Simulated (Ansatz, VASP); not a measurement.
## SrO: VASP beside Ansatz

Contents of INCAR:

```
SYSTEM = SrO
  PREC = Accurate
  ENCUT = 520
  EDIFF = 1E-7
  ISMEAR = 0
  SIGMA = 0.01
  LREAL = .False.
  LASPH = .True.
  NELM = 80
  ALGO = Normal
  ISIF = 2
  LWAVE = .False.
  LCHARG = .False.
  GGA = PE
  NBANDS = 15
```

KPOINTS

```
regular mesh
0
Gamma
  8 8 8
  0 0 0
```

The input POSCAR:

```
SrO
1.0
    0.0000000000      2.6483148576      2.6483148576
    2.6483148576      0.0000000000      2.6483148576
    2.6483148576      2.6483148576      0.0000000000
Sr O
1 1
Direct
    0.5000000000      0.5000000000      0.5000000000
    0.0000000000      0.0000000000      0.0000000000
```

Input for Ansatz:

```yaml
crystal:
  lattice:
    - [0.0, 2.6483148576, 2.6483148576]
    - [2.6483148576, 0.0, 2.6483148576]
    - [2.6483148576, 2.6483148576, 0.0]
  atoms:
    - { symbol: Sr, position: [0.5, 0.5, 0.5] }
    - { symbol: O, position: [0.0, 0.0, 0.0] }
kpoints:
  mp_grid: { grid: [8, 8, 8] }
hamiltonian:
  xc: pbe
scf:
  occupations: { method: fixed }
  n_extra_bands: 4
output:
  forces: true
  stress: true
  eigenvalues: true
```

Alike in both runs: task single point; functional PBE; k mesh 8 × 8 × 8; no spin polarisation.

```csv
,VASP,Ansatz
version,VASP 6.6.1,Ansatz 0.2.0
potentials or method,"VASP PAW PBE potentials, release 64 (Sr_sv, O)","plane waves, PAW"
plane-wave cutoff (eV),520,420
occupations,"gaussian, width 0.01 eV",fixed
valence electrons in the cell,16,16
```

|  | VASP | Ansatz | Ansatz less VASP |
| --- | --- | --- | --- |
| gap on the k mesh at the Fermi level (eV) | 3.30 | 3.34 | +0.040 |
| pressure (GPa) | -3.9 | -4.3 | -0.38 |
